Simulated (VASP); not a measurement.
Input of a VASP 6.6.1 run:

File INCAR:

```
SYSTEM = Ga11As12
  PREC = Accurate
  ENCUT = 520
  EDIFF = 1E-7
  ISMEAR = 0
  SIGMA = 0.05
  LREAL = Auto
  LASPH = .TRUE.
  NELM = 60
  ALGO = Normal
  ISIF = 2
  LWAVE = .FALSE.
  LCHARG = .FALSE.
  GGA = PE
  NBANDS = 118
```

The input KPOINTS:

```
Automatic mesh
0
G
  2 2 2
  0 0 0
```

The input POSCAR:

```
Ga11As12
1.0
    0.0000000000      8.6166988155      8.6166988155
    5.7444658770      0.0000000000      5.7444658770
    5.7444658770      5.7444658770      0.0000000000
As Ga
12 11
Direct
    0.2479414154      0.3779549825      0.3753361141
    0.2515990226      0.3854093744      0.8727213474
    0.2218941431      0.8976140011      0.3732613346
    0.2658939983      0.8845040790      0.8700828949
    0.5778843623      0.3786634905      0.3749928272
    0.5868514275      0.3744135740      0.8775729734
    0.5677340713      0.8626881256      0.3906604283
    0.5994383824      0.8774044633      0.8684971078
    0.9272549350      0.2977268099      0.4018585103
    0.9210809928      0.4108873741      0.8666315732
    0.8950443395      0.8421229412      0.3167679187
    0.9133818726      0.8704782319      0.9802254240
    0.0265413710      0.0476784101      0.0220464361
   -0.0013856815      0.5027181050      0.0362366153
   -0.0018122370      0.4684781070      0.4946398083
    0.3491617340      0.0056611878      0.0031718354
    0.3190204925      0.0010356925      0.4952158409
    0.3357864841      0.5072391520     -0.0008176565
    0.3243907046      0.5229354764      0.4939179831
    0.6713553095     -0.0026482010      0.0183687226
    0.6519381285      0.0039296082      0.4951959957
    0.6716344187      0.5004729006     -0.0003773197
    0.6773704321      0.4826316422      0.4987938063
```

Potentials or basis: VASP PAW PBE potentials, release 64 (As, Ga_d).

Command:

```sh
$ cat potpaw_PBE.64/As/POTCAR potpaw_PBE.64/Ga_d/POTCAR > POTCAR
$ mpirun -np 1 vasp_std > vasp.out
```

Estimate the pressure.

-0.4 GPa.

Estimate the band gap on the k mesh.

zero (an odd number of electrons rules out a gap without spin polarisation).

Stress tensor (GPa, compression positive):
```
-0.63  0.00  0.13
 0.00 -0.90  0.19
 0.13  0.19  0.34
```

Caveat: the k points lie up to 0.47 Å⁻¹ apart, too coarse for converged energies and pressures of a metal; the cell differs from its parent crystal (atoms taken out); an odd number of electrons without spin polarisation forces a metal; a magnetic or distorted state may lie lower.
